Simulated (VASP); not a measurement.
CoSi3: single point with PBE

CoSi3:

```
Si Co
1.0
     0.00000    2.90849    2.90849
     2.90849    0.00000    2.90849
     2.90849    2.90849    0.00000
Si Co
3 1
Direct
  0.25000 0.25000 0.25000
  0.75000 0.75000 0.75000
  0.50000 0.50000 0.50000
  0.00000 0.00000 0.00000
```

```
Program                : VASP 6.6.1
Task                   : single point
Functional             : PBE
Potentials or basis    : VASP PAW PBE potentials, release 64 (Si, Co)
Cutoff                 : 520 eV
k mesh                 : 12 × 12 × 12
Occupations            : gaussian, width 0.1 eV
Spin                   : collinear spin, ferromagnetic start
Starting moments       : [0.0, 0.0, 0.0, 2.0] μB
Dipole correction      : no
Further INCAR settings : ALGO = Normal; EDIFF = 1e-06; NBANDS = 22
```

| Quantity | Value |
| --- | --- |
| Pressure | 5.8 GPa |
| Net moment | 0.22 μB per cell |
| Site moments | Si +0.00, +0.01 (each value once); Co +0.22 μB |
| Valence electrons inside the program's atomic spheres | Si 1.58, 1.60 (each value once); Co 8.36 |

Levels at points of the mesh, in eV from the Fermi level:
Spin up:
```tsv
k point	band 7	band 8	band 9	band 10	band 11	band 12	band 13	band 14	band 15	band 16
(0.00, 0.00, 0.00)	-2.43	-2.39	-2.39	-2.39	-0.09	0.86	0.86	0.86	2.11	2.11
(0.50, 0.00, 0.00)	-2.54	-2.54	-2.19	-2.19	-0.07	-0.07	1.36	5.37	5.37	5.44
(0.50, 0.50, 0.00)	-2.18	-2.18	-1.89	-0.92	-0.20	4.38	4.38	5.55	5.55	6.35
```
Spin down:
| k point | band 8 | band 9 | band 10 | band 11 | band 12 | band 13 |
| --- | --- | --- | --- | --- | --- | --- |
| (0.00, 0.00, 0.00) | -2.38 | -2.27 | -2.27 | -0.08 | 1.03 | 1.03 |
| (0.50, 0.00, 0.00) | -2.54 | -2.00 | -2.00 | 0.12 | 0.12 | 1.48 |
| (0.50, 0.50, 0.00) | -1.99 | -1.70 | -0.72 | 0.02 | 4.42 | 4.42 |

It took 3.8 min on 1 thread of Intel Xeon 8259CL (shared host), peak memory 0.28 GiB.

Caveat: the cell stands under pressure.
